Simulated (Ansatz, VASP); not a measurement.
Na in VASP and in Ansatz

```xyz
2
Lattice="3.7452 0.0000 0.0000 -1.8726 3.2434 0.0000 0.0000 0.0000 6.1028" Properties=species:S:1:pos:R:3 pbc="T T T"
Na    0.0000    2.1623    1.5257
Na    1.8726    1.0811    4.5771
```

Alike in both runs: functional PBE; k mesh 15 × 15 × 8; occupations gaussian, width 0.1 eV; no spin polarisation.

Ansatz relaxed the structure, and its values are those at the end. VASP's run is a single point on that final structure, the one shown.

```csv
,VASP,Ansatz
version,VASP 6.6.1,Ansatz 0.2.0
potentials or method,"VASP PAW PBE potentials, release 64 (Na_pv), cutoff 520 eV","scalar-relativistic, plane waves, PAW"
valence electrons in the cell,14,18
```

```csv
,VASP,Ansatz,Ansatz less VASP
gap on the k mesh at the Fermi level (eV),none,none,-
pressure (GPa),0.0,0.0,-0.01
```

A gap of «none» marks a metal or a gap that the smearing closes. VASP's potentials hold 14 valence electrons a cell and Ansatz's 18, so a difference there can come from the potentials and not from the codes.
